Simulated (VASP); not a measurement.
# MgAl2P2 (P-3m1) in VASP: single point with r2SCAN

Aim: the single point of MgAl2P2 with r2SCAN.

All numbers are computed with VASP 6.6.1; they aren't measurements. Logs are shortened: lines on timing, memory, paths and dates and some standing lists are left out, and cuts for length are marked.

### Step 1. The cell of the first run

It takes space group P-3m1 (No. 164, trigonal). The conventional cell has a = 3.686 Å, b = 3.686 Å, c = 6.349 Å, α = 90.00°, β = 90.00°, γ = 120.00°. Within 3.0 Å of Al (site symmetry 3m) lie 4 P at 2.24 to 2.27 Å and 3 Al at 2.64 Å. P (site symmetry 3m) has 4 Al at 2.24 to 2.27 Å and 3 Mg at 2.71 Å within 3.0 Å. Within 3.6 Å of Mg (site symmetry -3m) lie 6 P at 2.71 Å and 6 Al at 3.20 Å.

### Step 2. Single point, r2SCAN

File POSCAR:

```
MgAl2P2
1.0
    3.6859820000      0.0000000000      0.0000000000
   -1.8429910000      3.1921570000      0.0000000000
    0.0000000000      0.0000000000      6.3492330000
Al P Mg
2 2 1
Direct
    0.3333300000      0.6666700000      0.3773000000
    0.6666700000      0.3333300000      0.6227000000
    0.3333300000      0.6666700000      0.7346000000
    0.6666700000      0.3333300000      0.2654000000
    0.0000000000      0.0000000000      0.0000000000
```

File INCAR.step1:

```
SYSTEM = MgAl2P2
ALGO     = Normal         ! electronic algorithm
EDIFF    = 1E-5           ! SCF threshold, eV
ENCUT    = 660            ! plane-wave cutoff, eV
GGA      = PE             ! functional
GGA_COMPAT= .False.      
ISMEAR   = -1             ! smearing method
LASPH    = .True.         ! aspherical terms in the spheres
LCHARG   = .False.        ! write CHGCAR
LREAL    = .False.        ! projectors in reciprocal space
LWAVE    = .True.         ! write WAVECAR
NBANDS   = 17             ! bands
NELM     = 120            ! most SCF steps
PREC     = Accurate       ! precision mode
SIGMA    = 0.1            ! smearing width, eV
```

File INCAR.step2:

```
SYSTEM = MgAl2P2
ALGO     = Normal         ! electronic algorithm
EDIFF    = 1E-6           ! SCF threshold, eV
ENCUT    = 660            ! plane-wave cutoff, eV
GGA_COMPAT= .False.      
ISIF     = 2              ! what is computed and relaxed
ISMEAR   = -1             ! smearing method
ISTART   = 1            
LASPH    = .True.         ! aspherical terms in the spheres
LCHARG   = .False.        ! write CHGCAR
LMIXTAU  = .True.       
LREAL    = .False.        ! projectors in reciprocal space
LWAVE    = .False.        ! write WAVECAR
METAGGA  = R2SCAN         ! meta-GGA
NBANDS   = 17             ! bands
NELM     = 120            ! most SCF steps
PREC     = Accurate       ! precision mode
SIGMA    = 0.1            ! smearing width, eV
```

File KPOINTS:

```
k-points
0
Gamma
  6 6 3
  0 0 0
```

Potentials or basis: VASP PAW PBE potentials, release 64 (Al, P, Mg).

Command:

```console
> cat potpaw_PBE.64/Al/POTCAR potpaw_PBE.64/P/POTCAR potpaw_PBE.64/Mg/POTCAR > POTCAR
> cp INCAR.step1 INCAR
> mpirun -np 1 vasp_std > vasp.out
> cp INCAR.step2 INCAR
> mpirun -np 1 vasp_std > vasp.out
```

OUTCAR:

```text
SYSTEM = MgAl2P2
   EDIFF = 1E-6
   ENCUT = 660
   ISIF = 2
   ISMEAR = -1
   ISTART = 1
   LASPH = .True.
   LREAL = .False.
   METAGGA = R2SCAN
   NELM = 120
   PREC = Accurate

 ion  position               nearest neighbor table
   1  0.333  0.667  0.377-   4 2.24   4 2.24   4 2.24   3 2.27   2 2.64   2 2.64   2 2.64   5 3.20
                             5 3.20   5 3.20
   2  0.667  0.333  0.623-   3 2.24   3 2.24   3 2.24   4 2.27   1 2.64   1 2.64   1 2.64   5 3.20
                             5 3.20   5 3.20
   3  0.333  0.667  0.735-   2 2.24   2 2.24   2 2.24   1 2.27   5 2.71   5 2.71   5 2.71
   4  0.667  0.333  0.265-   1 2.24   1 2.24   1 2.24   2 2.27   5 2.71   5 2.71   5 2.71
   5  0.000  0.000  0.000-   3 2.71   4 2.71   4 2.71   3 2.71   4 2.71   3 2.71   1 3.20   2 3.20
                             1 3.20   2 3.20   2 3.20   1 3.20

  LATTYP: Found a hexagonal cell.
 ALAT       =     3.6859820000
 C/A-ratio  =     1.7225349988

  Lattice vectors:

 A1 = (   3.6859820000,   0.0000000000,   0.0000000000)
 A2 = (  -1.8429910000,   3.1921570000,   0.0000000000)
 A3 = (   0.0000000000,   0.0000000000,   6.3492330000)

Analysis of symmetry for initial positions (statically):
=====================================================================
 Subroutine PRICEL returns:
 Original cell was already a primitive cell.

 Routine SETGRP: Setting up the symmetry group for a
 hexagonal supercell.

 Subroutine GETGRP returns: Found  4 space group operations
 (whereof  4 operations were pure point group operations)
 out of a pool of 24 trial point group operations.

The static configuration has the point symmetry C_2h.

Analysis of symmetry for dynamics (positions and initial velocities):
=====================================================================
 Subroutine PRICEL returns:
 Original cell was already a primitive cell.

 Routine SETGRP: Setting up the symmetry group for a
 hexagonal supercell.

 Subroutine GETGRP returns: Found  4 space group operations
 (whereof  4 operations were pure point group operations)
 out of a pool of 24 trial point group operations.

The dynamic configuration has the point symmetry C_2h.

 Subroutine INISYM returns: Found  4 space group operations
 (whereof  4 operations are pure point group operations),
 and found     1 'primitive' translations

----------------------------------------------------------------------------------------

                                     Primitive cell

  volume of cell :      74.7066

  direct lattice vectors                    reciprocal lattice vectors
     3.685982000  0.000000000  0.000000000     0.271298124  0.156633900  0.000000000
    -1.842991000  3.192157000  0.000000000     0.000000000  0.313267800  0.000000000
     0.000000000  0.000000000  6.349233000     0.000000000  0.000000000  0.157499339

  length of vectors
     3.685982000  3.685984555  6.349233000     0.313268017  0.313267800  0.157499339

  position of ions in fractional coordinates (direct lattice)
     0.333330000  0.666670000  0.377300000
     0.666670000  0.333330000  0.622700000
     0.333330000  0.666670000  0.734600000
     0.666670000  0.333330000  0.265400000
     0.000000000  0.000000000  0.000000000

  ion indices of the primitive-cell ions
   primitive index   ion index
                 1           1
                 2           2
                 3           3
                 4           4
                 5           5

----------------------------------------------------------------------------------------

 KPOINTS: k-points

Automatic generation of k-mesh.
 Grid dimensions read from file:
 generate k-points for:    6    6    3

 Generating k-lattice:

  Cartesian coordinates                     Fractional coordinates (reciprocal lattice)
     0.045216354  0.026105650  0.000000000     0.166666667  0.000000000  0.000000000
     0.000000000  0.052211300  0.000000000     0.000000000  0.166666667  0.000000000
     0.000000000  0.000000000  0.052499780     0.000000000  0.000000000  0.333333333

  Length of vectors
     0.052211336  0.052211300  0.052499780

  Shift w.r.t. Gamma in fractional coordinates (k-lattice)
     0.000000000  0.000000000  0.000000000

 Subroutine IBZKPT returns following result:
 ===========================================

 Found     34 irreducible k-points:

 Following reciprocal coordinates:
            Coordinates               Weight
  0.000000  0.000000  0.000000      1.000000
  0.166667  0.000000  0.000000      4.000000
 -0.166667  0.166667  0.000000      2.000000
  0.333333  0.000000  0.000000      4.000000
 -0.333333  0.333333  0.000000      2.000000
  0.500000  0.000000  0.000000      2.000000
[... 16 lines left out ...]
  0.500000  0.000000  0.333333      4.000000
  0.500000  0.500000  0.333333      2.000000
 [... further k-points ...]
   k-points           NKPTS =     34   k-points in BZ     NKDIM =     34   number of bands    NBANDS=     17
   number of dos      NEDOS =    301   number of ions     NIONS =      5
   total plane-waves  NPLWV =  55296
   dimension x,y,z NGX =    32 NGY =   32 NGZ =   54
   dimension x,y,z NGXF=    64 NGYF=   64 NGZF=  108
   ions per type =               2   2   1
   NGX,Y,Z   is equivalent  to a cutoff of  14.43, 14.43, 14.14 a.u.
   NGXF,Y,Z  is equivalent  to a cutoff of  28.87, 28.87, 28.28 a.u.
 SYSTEM =  MgAl2P2
   PREC   = accura    normal or accurate (medium, high low for compatibility)
   ISTART =      1    job   : 0-new  1-cont  2-samecut
   ICHARG =      0    charge: 1-file 2-atom 10-const
   ISPIN  =      1    spin polarized calculation?
   LNONCOLLINEAR =      F non collinear calculations
   LSORBIT =      F    spin-orbit coupling
   LASPH  =      T    aspherical Exc in radial PAW
   ENCUT  =  660.0 eV  48.51 Ry    6.96 a.u.   7.72  7.72 13.30*2*pi/ulx,y,z
   NELM   =    120;   NELMIN=  2; NELMDL=  0     # of ELM steps
   EDIFF  = 0.1E-05   stopping-criterion for ELM
   LREAL  =      F    real-space projection
   EDIFFG = 0.1E-04   stopping-criterion for IOM
   NSW    =      0    number of steps for IOM
   IBRION =     -1    ionic relax: 0-MD 1-quasi-New 2-CG
   NFREE  =      0    steps in history (QN), initial steepest desc. (CG)
   ISIF   =      2    stress and relaxation
   ISYM   =      2    0-nonsym 1-usesym 2-fastsym
   POTIM  = 0.5000    time-step for ionic-motion
   TEBEG  =    0.0;   TEEND  =   0.0 temperature during run
   PSTRESS=    0.0 pullay stress
   NELECT =      18.0000    total number of electrons
   NUPDOWN=      -1.0000    fix difference up-down
   EMIN   =  10.00;   EMAX   =-10.00  energy-range for DOS
   EFERMI =   0.00;   METHOD = LEGACY
   ISMEAR =    -1;   SIGMA  =   0.10  broadening in eV -4-tet -1-fermi 0-gaus
   EFERMI_NEDOS =   21; number of points for ismear=-14 and -15
   IALGO  =     38    algorithm
   IMIX   =      4    mixing-type and parameters
     AMIX     =   0.40;   BMIX     =  1.00
     AMIX_MAG =   1.60;   BMIX_MAG =  1.00
  volume/ion in A,a.u.               =      14.94       100.83
  Fermi-wavevector in a.u.,A,eV,Ry     =   1.018700  1.925063 14.119428  1.037749
  Thomas-Fermi vector in A             =   2.152172
   LORBIT       =      0    0 simple, 1 ext, 2 COOP (PROOUT), +10 PAW based schemes
   METAGGA = R2SCAN    functional components
   LHFCALC =     F    Hartree Fock is set to
   AEXX    =    0.0000 exact exchange contribution
   IVDW    =     0    specifies the selected vdW correction
   LEPSILON=     F    determine dielectric tensor
   LRPA    =     F    only Hartree local field effects (RPA)
 non-spin polarized calculation
  energy-cutoff  :      660.00
  volume of cell :       74.71
 maximum number of plane-waves:      2901
   NGX = 15   NGY = 15   NGZ = 27

 number of electron      18.0000001 magnetization

 Free energy of the ion-electron system (eV)
  ---------------------------------------------------
  ext. energy  EPLUGINS =         0.00000000
  ---------------------------------------------------
  free energy    TOTEN  =       -35.44712021 eV

  energy without entropy =      -35.37141933  energy(sigma->0) =      -35.40926977

 E-fermi :   9.6348     XC(G=0): -11.0082

 val. band max:        9.5858563200   @ k =   0.1667  -0.3333   0.3333
 cond. band min:       9.6552181815   @ k =   0.1667  -0.1667   0.3333
 fundamental gap:      0.0693618615
 Fermi energy:         9.6348413467

 k-point     1 :       0.0000    0.0000    0.0000
  band No.  band energies     occupation
      1      -7.0071      2.00000
      2      -4.7183      2.00000
      3      -0.1453      2.00000
      4       4.9556      2.00000
      5       4.9558      2.00000
      6       5.7233      2.00000
[... 9 lines left out ...]
     16      13.6701      0.00000
     17      13.6702      0.00000

 k-point     2 :       0.1667    0.0000    0.0000
  band No.  band energies     occupation
      1      -6.6679      2.00000
      2      -4.4648      2.00000
      3       0.2101      2.00000
      4       3.0309      2.00000
      5       4.4080      2.00000
      6       4.7112      2.00000
[... 9 lines left out ...]
     16      13.6308      0.00000
     17      13.8854      0.00000

 k-point     3 :      -0.1667    0.1667    0.0000
  band No.  band energies     occupation
      1      -6.6679      2.00000
      2      -4.4648      2.00000
      3       0.2101      2.00000
      4       3.0310      2.00000
      5       4.4079      2.00000
      6       4.7112      2.00000
[... 9 lines left out ...]
     16      13.6308      0.00000
     17      13.8855      0.00000

 k-point     4 :       0.3333    0.0000    0.0000
  band No.  band energies     occupation
      1      -5.7337      2.00000
      2      -3.9399      2.00000
      3       0.7278      2.00000
      4       1.2047      2.00000
      5       2.4054      2.00000
      6       3.6728      2.00000
[... 9 lines left out ...]
     16      14.7282      0.00000
     17      16.2089      0.00000
[... 343 lines left out ...]
      1      -5.5882      2.00000
      2      -4.2302      2.00000
      3       0.5688      2.00000
      4       1.7167      2.00000
      5       2.5713      2.00000
      6       3.7958      2.00000
[... 9 lines left out ...]
     16      15.3647      0.00000
     17      15.9876      0.00000

 k-point    23 :       0.5000    0.0000    0.3333
  band No.  band energies     occupation
      1      -4.7640      2.00000
      2      -3.9937      2.00000
      3      -0.2620      2.00000
      4       0.4546      2.00000
      5       3.3966      2.00000
      6       3.5144      2.00000
[... 9 lines left out ...]
     16      17.4215      0.00000
     17      17.6419      0.00000

 k-point    24 :       0.5000    0.5000    0.3333
  band No.  band energies     occupation
      1      -4.7641      2.00000
      2      -3.9937      2.00000
      3      -0.2620      2.00000
      4       0.4547      2.00000
      5       3.3965      2.00000
      6       3.5144      2.00000
[... 9 lines left out ...]
     16      17.4214      0.00000
     17      17.6422      0.00000

 [... further k-points ...]
[... 5 lines left out ...]
  --------------------------------------------------------------------------------------
  -------------------------------------------------------------------------------------
  Total       11.0341641     11.0355025     12.7523236      0.0011414     -0.0003211      0.0005562
  in kB      236.6417145    236.6704171    273.4898356      0.0244783     -0.0068874      0.0119290
  external PRESSURE =     248.9339891 kB  Pullay stress =       0.0000000 kB

 VOLUME and BASIS-vectors are now :
 -----------------------------------------------------------------------------
  energy-cutoff  :      660.00
  volume of cell :       74.71
      direct lattice vectors                 reciprocal lattice vectors
     3.685982000  0.000000000  0.000000000     0.271298124  0.156633900  0.000000000
    -1.842991000  3.192157000  0.000000000     0.000000000  0.313267800  0.000000000
     0.000000000  0.000000000  6.349233000     0.000000000  0.000000000  0.157499339

 POSITION                                       TOTAL-FORCE (eV/Angst)
 -----------------------------------------------------------------------------------
     -0.00002      2.12812      2.39557         0.000538     -0.000311     -0.733920
      1.84301      1.06404      3.95367        -0.000538      0.000311      0.733920
     -0.00002      2.12812      4.66415         0.000495     -0.000286      2.635825
      1.84301      1.06404      1.68509        -0.000495      0.000286     -2.635825
      0.00000      0.00000      0.00000        -0.000000      0.000000      0.000000
 -----------------------------------------------------------------------------------
    total drift:                                0.000000     -0.000000      0.000000

  FREE ENERGIE OF THE ION-ELECTRON SYSTEM (eV)
  ---------------------------------------------------
  free  energy   TOTEN  =       -35.4471202133 eV

  energy  without entropy=      -35.3714193302  energy(sigma->0) =      -35.40926977
```

It took 3.1 min on 1 thread of AMD EPYC 7R13 (Zen 3), shared host; peak memory 0.24 GiB.

What came out:

* Free energy: -35.4471 eV
* Pressure: 24.9 GPa
* Largest force: 2.636 eV/Å
* Band gap on the k mesh: zero (band 9 reaches 10.06 eV, above the bottom of band 10 at 8.81 eV)

Forces in eV/Å, atoms in the order of the input:
```
Al   0.001  0.000 -0.734
Al  -0.001  0.000  0.734
P    0.000  0.000  2.636
P    0.000  0.000 -2.636
Mg   0.000  0.000  0.000
```

Caveat: the PAW data sets were made with another functional, which shifts forces and pressure a little.
